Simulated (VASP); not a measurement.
NaFeN, 6 atoms in the cell. The structure is hexagonal, space group P6_3mc (No. 186). The conventional cell has a = 2.979 Å, b = 2.979 Å, c = 9.678 Å, α = 90.00°, β = 90.00°, γ = 120.00°. Within 3.4 Å of Na (site symmetry 3m) lie 4 N at 2.55 to 2.95 Å and 6 Fe at 2.91 to 3.03 Å and 6 Na at 2.98 Å. Fe (site symmetry 3m) has 3 N at 1.78 Å within 2.4 Å. N (site symmetry 3m) has 3 Fe at 1.78 Å within 2.4 Å. 

| Property | Result |
| --- | --- |
| Program | VASP 6.6.1 |
| Task | single point |
| Functional | PBE |
| Potentials or basis | VASP PAW PBE potentials, release 64 (Na_pv, Fe, N) |
| Cutoff | 520 eV |
| k mesh | 7 × 7 × 2 |
| Occupations | methfessel-paxton, width 0.05 eV |
| Spin | collinear spin, antiferromagnetic start |
| Starting moments | [0.0, 0.0, 3.5, -3.5, 0.0, 0.0] μB |
| Hubbard terms | Fe d U = 5.0 eV |
| Dipole correction | no |
| Further INCAR settings | ALGO = Normal; EDIFF = 1e-06; NBANDS = 33 |

Potentials or basis: VASP PAW PBE potentials, release 64 (Na_pv, Fe, N).

Command:

```console
$ cat potpaw_PBE.64/Na_pv/POTCAR potpaw_PBE.64/Fe/POTCAR potpaw_PBE.64/N/POTCAR > POTCAR
$ mpirun -np 1 vasp_std > vasp.out
```

Hardware: 1 thread of Intel(R) Xeon(R) 6975P-C (Granite Rapids) (shared host).

Problem. Estimate the wall time of this run.

Solution. It took 39 s on 1 thread of Intel(R) Xeon(R) 6975P-C (Granite Rapids), on a shared host, peak memory 0.24 GiB. Counts: scf iterations 18, k points 16.
